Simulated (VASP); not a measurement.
# Be (Fd-3m) in VASP: a series of runs

The runs below take Be through single point, with PBEsol.

Everything below comes from runs of VASP 6.6.1. Logs are shortened: lines on timing, memory, paths and dates and some standing lists are left out, and cuts for length are marked.

### Step 1. The cell of the first run

The structure is cubic, space group Fd-3m (No. 227). Conventional cell: a = 4.875 Å, b = 4.875 Å, c = 4.875 Å, α = 90.00°, β = 90.00°, γ = 90.00°. Within 2.8 Å of Be (site symmetry -43m) lie 4 Be at 2.11 Å.

### Step 2. Single point, PBEsol

Contents of INCAR:

```
SYSTEM = Be
PREC = Accurate ; ENCUT = 520
EDIFF = 1E-6 ; ISMEAR = -1
SIGMA = 0.1 ; LREAL = .FALSE.
LASPH = .TRUE. ; NELM = 80
ALGO = Normal ; ISIF = 2
LWAVE = .FALSE. ; LCHARG = .FALSE.
GGA = PS ; NBANDS = 9
```

Contents of KPOINTS:

```
Automatic mesh
0
G
  13 13 13
  0 0 0
```

Contents of POSCAR:

```
Be
1.0
    0.0000000000      2.4376428586      2.4376428586
    2.4376428586      0.0000000000      2.4376428586
    2.4376428586      2.4376428586      0.0000000000
Be
2
Direct
    0.1250000000      0.1250000000      0.1250000000
    0.8750000000      0.8750000000      0.8750000000
```

Potentials or basis: VASP PAW PBE potentials, release 64 (Be).

Started as:

```bash
cat potpaw_PBE.64/Be/POTCAR > POTCAR
mpirun -np 1 vasp_std > vasp.out
```

OUTCAR:

```text
SYSTEM = Be
   PREC = Accurate
   ENCUT = 520
   EDIFF = 1E-6
   ISMEAR = -1
   LREAL = .FALSE.
   LASPH = .TRUE.
   NELM = 80
   ISIF = 2
   GGA = PS

 ion  position               nearest neighbor table
   1  0.125  0.125  0.125-   2 2.11   2 2.11   2 2.11   2 2.11
   2  0.875  0.875  0.875-   1 2.11   1 2.11   1 2.11   1 2.11

  LATTYP: Found a face centered cubic cell.
 ALAT       =     4.8752857172

  Lattice vectors:

 A1 = (   0.0000000000,   2.4376428586,   2.4376428586)
 A2 = (   2.4376428586,   0.0000000000,   2.4376428586)
 A3 = (   2.4376428586,   2.4376428586,   0.0000000000)

Analysis of symmetry for initial positions (statically):
=====================================================================
 Subroutine PRICEL returns:
 Original cell was already a primitive cell.

 Routine SETGRP: Setting up the symmetry group for a
 face centered cubic supercell.

 Subroutine GETGRP returns: Found 48 space group operations
 (whereof 12 operations were pure point group operations)
 out of a pool of 48 trial point group operations.

The static configuration has the point symmetry D_3d.
 The point group associated with its full space group is O_h .

Analysis of symmetry for dynamics (positions and initial velocities):
=====================================================================
 Subroutine PRICEL returns:
 Original cell was already a primitive cell.

 Routine SETGRP: Setting up the symmetry group for a
 face centered cubic supercell.

 Subroutine GETGRP returns: Found 48 space group operations
 (whereof 12 operations were pure point group operations)
 out of a pool of 48 trial point group operations.

The dynamic configuration has the point symmetry D_3d.
 The point group associated with its full space group is O_h .

 Subroutine INISYM returns: Found 48 space group operations
 (whereof 12 operations are pure point group operations),
 and found     1 'primitive' translations

----------------------------------------------------------------------------------------

                                     Primitive cell

  volume of cell :      28.9694

  direct lattice vectors                    reciprocal lattice vectors
     0.000000000  2.437642859  2.437642859    -0.205116184  0.205116184  0.205116184
     2.437642859  0.000000000  2.437642859     0.205116184 -0.205116184  0.205116184
     2.437642859  2.437642859  0.000000000     0.205116184  0.205116184 -0.205116184

  length of vectors
     3.447347591  3.447347591  3.447347591     0.355271651  0.355271651  0.355271651

  position of ions in fractional coordinates (direct lattice)
     0.125000000  0.125000000  0.125000000
     0.875000000  0.875000000  0.875000000

  ion indices of the primitive-cell ions
   primitive index   ion index
                 1           1
                 2           2

----------------------------------------------------------------------------------------

 KPOINTS: Automatic mesh

Automatic generation of k-mesh.
 Grid dimensions read from file:
 generate k-points for:   13   13   13

 Generating k-lattice:

  Cartesian coordinates                     Fractional coordinates (reciprocal lattice)
    -0.015778168  0.015778168  0.015778168     0.076923077  0.000000000  0.000000000
     0.015778168 -0.015778168  0.015778168     0.000000000  0.076923077  0.000000000
     0.015778168  0.015778168 -0.015778168     0.000000000  0.000000000  0.076923077

  Length of vectors
     0.027328589  0.027328589  0.027328589

  Shift w.r.t. Gamma in fractional coordinates (k-lattice)
     0.000000000  0.000000000  0.000000000

 Subroutine IBZKPT returns following result:
 ===========================================

 Found     84 irreducible k-points:

 Following reciprocal coordinates:
            Coordinates               Weight
  0.000000  0.000000  0.000000      1.000000
  0.076923  0.000000  0.000000      8.000000
  0.153846  0.000000  0.000000      8.000000
  0.230769  0.000000  0.000000      8.000000
  0.307692  0.000000  0.000000      8.000000
  0.384615  0.000000  0.000000      8.000000
[... 16 lines left out ...]
  0.384615  0.153846  0.000000     24.000000
  0.461538  0.153846  0.000000     24.000000
 [... further k-points ...]
   k-points           NKPTS =     84   k-points in BZ     NKDIM =     84   number of bands    NBANDS=      9
   number of dos      NEDOS =    301   number of ions     NIONS =      2
   total plane-waves  NPLWV =  21952
   dimension x,y,z NGX =    28 NGY =   28 NGZ =   28
   dimension x,y,z NGXF=    56 NGYF=   56 NGZF=   56
   ions per type =               2
   NGX,Y,Z   is equivalent  to a cutoff of  13.50, 13.50, 13.50 a.u.
   NGXF,Y,Z  is equivalent  to a cutoff of  27.01, 27.01, 27.01 a.u.
 SYSTEM =  Be
   PREC   = accura    normal or accurate (medium, high low for compatibility)
   ISTART =      0    job   : 0-new  1-cont  2-samecut
   ICHARG =      2    charge: 1-file 2-atom 10-const
   ISPIN  =      1    spin polarized calculation?
   LNONCOLLINEAR =      F non collinear calculations
   LSORBIT =      F    spin-orbit coupling
   LASPH  =      T    aspherical Exc in radial PAW
   ENCUT  =  520.0 eV  38.22 Ry    6.18 a.u.   6.41  6.41  6.41*2*pi/ulx,y,z
   NELM   =     80;   NELMIN=  2; NELMDL= -5     # of ELM steps
   EDIFF  = 0.1E-05   stopping-criterion for ELM
   LREAL  =      F    real-space projection
   EDIFFG = 0.1E-04   stopping-criterion for IOM
   NSW    =      0    number of steps for IOM
   IBRION =     -1    ionic relax: 0-MD 1-quasi-New 2-CG
   NFREE  =      0    steps in history (QN), initial steepest desc. (CG)
   ISIF   =      2    stress and relaxation
   ISYM   =      2    0-nonsym 1-usesym 2-fastsym
   POTIM  = 0.5000    time-step for ionic-motion
   TEBEG  =    0.0;   TEEND  =   0.0 temperature during run
   PSTRESS=    0.0 pullay stress
   NELECT =       4.0000    total number of electrons
   NUPDOWN=      -1.0000    fix difference up-down
   EMIN   =  10.00;   EMAX   =-10.00  energy-range for DOS
   EFERMI =   0.00;   METHOD = LEGACY
   ISMEAR =    -1;   SIGMA  =   0.10  broadening in eV -4-tet -1-fermi 0-gaus
   EFERMI_NEDOS =   21; number of points for ismear=-14 and -15
   IALGO  =     38    algorithm
   IMIX   =      4    mixing-type and parameters
     AMIX     =   0.40;   BMIX     =  1.00
     AMIX_MAG =   1.60;   BMIX_MAG =  1.00
  volume/ion in A,a.u.               =      14.48        97.75
  Fermi-wavevector in a.u.,A,eV,Ry     =   0.846151  1.598994  9.741393  0.715972
  Thomas-Fermi vector in A             =   1.961453
   LORBIT       =      0    0 simple, 1 ext, 2 COOP (PROOUT), +10 PAW based schemes
   GGA     = PS    functional components
   LHFCALC =     F    Hartree Fock is set to
   AEXX    =    0.0000 exact exchange contribution
   IVDW    =     0    specifies the selected vdW correction
   LEPSILON=     F    determine dielectric tensor
   LRPA    =     F    only Hartree local field effects (RPA)
 non-spin polarized calculation
  energy-cutoff  :      520.00
  volume of cell :       28.97
 maximum number of plane-waves:       797
 NGX is ok and might be reduce to    28
   NGX = 13   NGY = 13   NGZ = 13

 number of electron       4.0000000 magnetization

 Free energy of the ion-electron system (eV)
  ---------------------------------------------------
  ext. energy  EPLUGINS =         0.00000000
  ---------------------------------------------------
  free energy    TOTEN  =        -4.63678873 eV

  energy without entropy =       -4.60882836  energy(sigma->0) =       -4.62280854

 E-fermi :   1.8381     XC(G=0):  -8.6308

 val. band max:        1.8130045619   @ k =  -0.4615   0.3846   0.1538
 cond. band min:       1.8538951012   @ k =  -0.3846   0.3077   0.0769
 fundamental gap:      0.0408905393
 Fermi energy:         1.8381475136

 k-point     1 :       0.0000    0.0000    0.0000
  band No.  band energies     occupation
      1      -5.5032      2.00000
      2       6.6859      0.00000
      3       6.6859      0.00000
      4       6.6859      0.00000
      5       9.2038      0.00000
      6       9.2038      0.00000
      7       9.2038      0.00000
      8      16.0246      0.00000
      9      16.2872      0.00000

 k-point     2 :       0.0769    0.0000    0.0000
  band No.  band energies     occupation
      1      -5.4134      2.00000
      2       5.9449      0.00000
      3       6.4782      0.00000
      4       6.4782      0.00000
      5       9.4737      0.00000
      6       9.4737      0.00000
      7       9.7453      0.00000
      8      15.7725      0.00000
      9      16.4714      0.00000

 k-point     3 :       0.1538    0.0000    0.0000
  band No.  band energies     occupation
      1      -5.1441      2.00000
      2       4.5346      0.00000
      3       6.0521      0.00000
      4       6.0521      0.00000
      5      10.0219      0.00000
      6      10.0219      0.00000
      7      10.5913      0.00000
      8      15.2424      0.00000
      9      16.3584      0.00000

 k-point     4 :       0.2308    0.0000    0.0000
  band No.  band energies     occupation
      1      -4.6964      2.00000
      2       3.0035      0.00002
      3       5.6276      0.00000
      4       5.6276      0.00000
      5      10.4511      0.00000
      6      10.4511      0.00000
      7      11.2905      0.00000
      8      14.6974      0.00000
      9      16.1515      0.00000

 k-point     5 :       0.3077    0.0000    0.0000
  band No.  band energies     occupation
      1      -4.0722      2.00000
      2       1.5031      1.93226
      3       5.2877      0.00000
      4       5.2877      0.00000
      5      10.5608      0.00000
      6      10.5608      0.00000
      7      11.8069      0.00000
      8      14.2485      0.00000
      9      16.7485      0.00000

 k-point     6 :       0.3846    0.0000    0.0000
  band No.  band energies     occupation
      1      -3.2746      2.00000
      2       0.0977      2.00000
      3       5.0572      0.00000
      4       5.0572      0.00000
      5      10.4649      0.00000
      6      10.4649      0.00000
      7      12.1548      0.00000
      8      13.9368      0.00000
      9      17.9668      0.00000
[... 169 lines left out ...]
 k-point    21 :       0.2308    0.1538    0.0000
  band No.  band energies     occupation
      1      -4.6957      2.00000
      2       4.0387      0.00000
      3       4.5961      0.00000
      4       5.4233      0.00000
      5       8.9346      0.00000
      6      11.8404      0.00000
      7      12.0371      0.00000
      8      12.3011      0.00000
      9      17.5811      0.00000

 k-point    22 :       0.3077    0.1538    0.0000
  band No.  band energies     occupation
      1      -4.1899      2.00000
      2       2.6659      0.00051
      3       4.2803      0.00000
      4       4.9755      0.00000
      5       9.2815      0.00000
      6      11.6610      0.00000
      7      12.3524      0.00000
      8      12.9195      0.00000
      9      17.5071      0.00000

 k-point    23 :       0.3846    0.1538    0.0000
  band No.  band energies     occupation
      1      -3.5095      2.00000
      2       1.2654      1.99351
      3       4.1212      0.00000
      4       4.4677      0.00000
      5       9.4130      0.00000
      6      12.1292      0.00000
      7      12.2662      0.00000
      8      13.5258      0.00000
      9      17.2420      0.00000

 k-point    24 :       0.4615    0.1538    0.0000
  band No.  band energies     occupation
      1      -2.6594      2.00000
      2      -0.0622      2.00000
      3       4.0071      0.00000
      4       4.1242      0.00000
      5       9.4487      0.00000
      6      11.9752      0.00000
      7      12.8067      0.00000
      8      14.1656      0.00000
      9      17.0355      0.00000

 [... further k-points ...]
[... 5 lines left out ...]
  --------------------------------------------------------------------------------------
  -------------------------------------------------------------------------------------
  Total        0.0138965      0.0138965      0.0138965      0.0000000      0.0000000     -0.0000000
  in kB        0.7685590      0.7685590      0.7685590      0.0000000      0.0000000     -0.0000000
  external PRESSURE =       0.7685590 kB  Pullay stress =       0.0000000 kB

 VOLUME and BASIS-vectors are now :
 -----------------------------------------------------------------------------
  energy-cutoff  :      520.00
  volume of cell :       28.97
      direct lattice vectors                 reciprocal lattice vectors
     0.000000000  2.437642859  2.437642859    -0.205116184  0.205116184  0.205116184
     2.437642859  0.000000000  2.437642859     0.205116184 -0.205116184  0.205116184
     2.437642859  2.437642859  0.000000000     0.205116184  0.205116184 -0.205116184

 POSITION                                       TOTAL-FORCE (eV/Angst)
 -----------------------------------------------------------------------------------
      0.60941      0.60941      0.60941        -0.000000     -0.000000     -0.000000
      4.26588      4.26588      4.26588         0.000000      0.000000      0.000000
 -----------------------------------------------------------------------------------
    total drift:                               -0.000000     -0.000000     -0.000000

  FREE ENERGIE OF THE ION-ELECTRON SYSTEM (eV)
  ---------------------------------------------------
  free  energy   TOTEN  =        -4.6367887251 eV

  energy  without entropy=       -4.6088283640  energy(sigma->0) =       -4.62280854
```

Wall time 18 s (1 thread of AMD EPYC 7R13 (Zen 3), shared host); peak memory 0.13 GiB.

What came out:

* Free energy: -4.6368 eV
* Pressure: 0.1 GPa
* Band gap on the k mesh: zero (band 2 reaches 6.69 eV, above the bottom of band 3 at 0.46 eV)

Caveat: the PAW data sets were made with another functional, which shifts forces and pressure a little.

### Step 3. Single point, PBEsol (volume scaled by 1.04)

Contents of INCAR:

```
SYSTEM = Be
PREC = Accurate
ENCUT = 520
EDIFF = 1E-6
ISMEAR = -1
SIGMA = 0.1
LREAL = .False.
LASPH = .True.
NELM = 80
ALGO = Normal
ISIF = 2
LWAVE = .False.
LCHARG = .True.
GGA = PS
LELF = .True.
LVHAR = .True.
NBANDS = 9
```

Contents of KPOINTS:

```
Automatic mesh
0
Gamma
  13 13 13
  0 0 0
```

Contents of POSCAR:

```
Be
1.0
    0.0000000000      2.4697207854      2.4697207854
    2.4697207854      0.0000000000      2.4697207854
    2.4697207854      2.4697207854      0.0000000000
Be
2
Direct
    0.1250000000      0.1250000000      0.1250000000
    0.8750000000      0.8750000000      0.8750000000
```

Potentials or basis: VASP PAW PBE potentials, release 64 (Be).

Started as:

```bash
cat potpaw_PBE.64/Be/POTCAR > POTCAR
mpirun -np 1 vasp_std > vasp.out
```

OUTCAR:

```text
SYSTEM = Be
   PREC = Accurate
   ENCUT = 520
   EDIFF = 1E-6
   ISMEAR = -1
   LREAL = .False.
   LASPH = .True.
   NELM = 80
   ISIF = 2
   GGA = PS

 ion  position               nearest neighbor table
   1  0.125  0.125  0.125-   2 2.14   2 2.14   2 2.14   2 2.14
   2  0.875  0.875  0.875-   1 2.14   1 2.14   1 2.14   1 2.14

  LATTYP: Found a face centered cubic cell.
 ALAT       =     4.9394415708

  Lattice vectors:

 A1 = (   0.0000000000,   2.4697207854,   2.4697207854)
[... 467 lines left out ...]
      4       3.8762      0.00000
      5       9.0856      0.00000
      6      11.5363      0.00000
      7      12.3099      0.00000
      8      13.5982      0.00000
      9      16.4723      0.00000

 [... further k-points ...]
[... 5 lines left out ...]
  --------------------------------------------------------------------------------------
  -------------------------------------------------------------------------------------
  Total       -0.2996369     -0.2996369     -0.2996369     -0.0000000     -0.0000000     -0.0000000
  in kB      -15.9342764    -15.9342764    -15.9342764     -0.0000000     -0.0000000     -0.0000000
  external PRESSURE =     -15.9342764 kB  Pullay stress =       0.0000000 kB

 VOLUME and BASIS-vectors are now :
 -----------------------------------------------------------------------------
  energy-cutoff  :      520.00
  volume of cell :       30.13
      direct lattice vectors                 reciprocal lattice vectors
     0.000000000  2.469720785  2.469720785    -0.202452035  0.202452035  0.202452035
     2.469720785  0.000000000  2.469720785     0.202452035 -0.202452035  0.202452035
     2.469720785  2.469720785  0.000000000     0.202452035  0.202452035 -0.202452035

 POSITION                                       TOTAL-FORCE (eV/Angst)
 -----------------------------------------------------------------------------------
      0.61743      0.61743      0.61743        -0.000000     -0.000000     -0.000000
      4.32201      4.32201      4.32201         0.000000      0.000000      0.000000
 -----------------------------------------------------------------------------------
    total drift:                               -0.000000     -0.000000     -0.000000

  FREE ENERGIE OF THE ION-ELECTRON SYSTEM (eV)
  ---------------------------------------------------
  free  energy   TOTEN  =        -4.6311300628 eV

  energy  without entropy=       -4.6023237806  energy(sigma->0) =       -4.61672692
```

Wall time 17 s (1 thread of AMD EPYC 7R13 (Zen 3), shared host); peak memory 0.13 GiB.

What came out:

```
Free energy            : -4.6311 eV
Pressure               : -1.6 GPa
Band gap on the k mesh : zero (band 2 reaches 6.35 eV, above the bottom of band 3 at 0.34 eV)
```

Levels at points of the mesh, in eV from the Fermi level:
```csv
k point,band 1,band 2,band 3,band 4,band 5,band 6
"(0.00, 0.00, 0.00)",-7.19,4.71,4.71,4.71,7.19,7.19
```

Caveat: the PAW data sets were made with another functional, which shifts forces and pressure a little.

### Step 4. Single point, PBEsol (volume scaled by 1.08)

Contents of INCAR:

```
SYSTEM = Be
PREC = Accurate ; ENCUT = 520
EDIFF = 1E-6 ; ISMEAR = -1
SIGMA = 0.1 ; LREAL = .False.
LASPH = .True. ; NELM = 100
ALGO = Normal ; ISIF = 2
LWAVE = .False. ; LCHARG = .False.
GGA = PS ; NBANDS = 9
```

KPOINTS is that of step 3.

Contents of POSCAR:

```
Be
1.0
    0.0000000000      2.5009863929      2.5009863929
    2.5009863929      0.0000000000      2.5009863929
    2.5009863929      2.5009863929      0.0000000000
Be
2
Direct
    0.1250000000      0.1250000000      0.1250000000
    0.8750000000      0.8750000000      0.8750000000
```

Started as:

```bash
cat potpaw_PBE.64/Be/POTCAR > POTCAR
mpirun -np 1 vasp_std > vasp.out
```

Wall time 15 s (1 thread of AMD EPYC 7R13 (Zen 3), shared host); peak memory 0.13 GiB.

It converged, with:

```yaml
Free_energy: -4.6144 eV
Pressure: -3.0 GPa
Band_gap_on_the_k_mesh: zero (band 2 reaches 6.04 eV, above the bottom of band 3 at 0.21 eV)
```

Levels at points of the mesh, in eV from the Fermi level:
```tsv
k point	band 1	band 2	band 3	band 4	band 5	band 6	band 7
(0.00, 0.00, 0.00)	-7.04	4.59	4.59	4.59	7.03	7.03	7.03
```

Caveat: the PAW data sets were made with another functional, which shifts forces and pressure a little.

### Step 5. Summary

```csv
cell,gap on the mesh (eV),pressure (GPa)
"a = 3.447 Å, angles 60.0°, 2 atoms",none,0.1
"a = 3.493 Å, angles 60.0°, 2 atoms",none,-1.6
"a = 3.537 Å, angles 60.0°, 2 atoms",none,-3.0
```

Alike in all rows: task single point; level PBEsol; potentials or basis VASP PAW PBE potentials, release 64 (Be); no spin polarisation; k mesh 13 × 13 × 13; cutoff (eV) 520; smearing fermi-dirac 0.1 eV.

Caveats: the PAW data sets were made with another functional, which shifts forces and pressure a little.

Absolute energies hang on the potentials; compare differences alone.
